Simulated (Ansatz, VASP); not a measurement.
# One calculation of Ta, two programs

```
CELL_PARAMETERS angstrom
0.00000 2.00090 2.00090
2.00090 0.00000 2.00090
2.00090 2.00090 0.00000
ATOMIC_POSITIONS crystal
Ta 0.00000 0.00000 0.00000
```

Change from the starting cell: volume scaled by 0.85, PAW files.

Alike in both runs: task single point; functional PBE; k mesh 16 × 16 × 16; occupations fermi-dirac, width 0.1 eV; no spin polarisation.

|  | VASP | Ansatz |
| --- | --- | --- |
| version | VASP 6.6.1 | Ansatz 0.2.0 |
| potentials or method | VASP PAW PBE potentials, release 64 (Ta_pv) | PAW with Ansatz's default frozen-core files, scalar-relativistic |
| plane-wave cutoff (eV) | 520 | 420 |
| valence electrons in the cell | 11 | 13 |

Ansatz gave:

| Quantity | Value |
| --- | --- |
| pressure (GPa) | 41.6 |

Q: What did VASP give for the same quantities?

A: Pressure (GPa): 42.0.

Both programs put the cell under a high pressure, so it lies far from rest at this level. VASP's potentials hold 11 valence electrons a cell and Ansatz's 13, so a difference there can come from the potentials and not from the codes.

Neither program's run includes spin-orbit coupling.
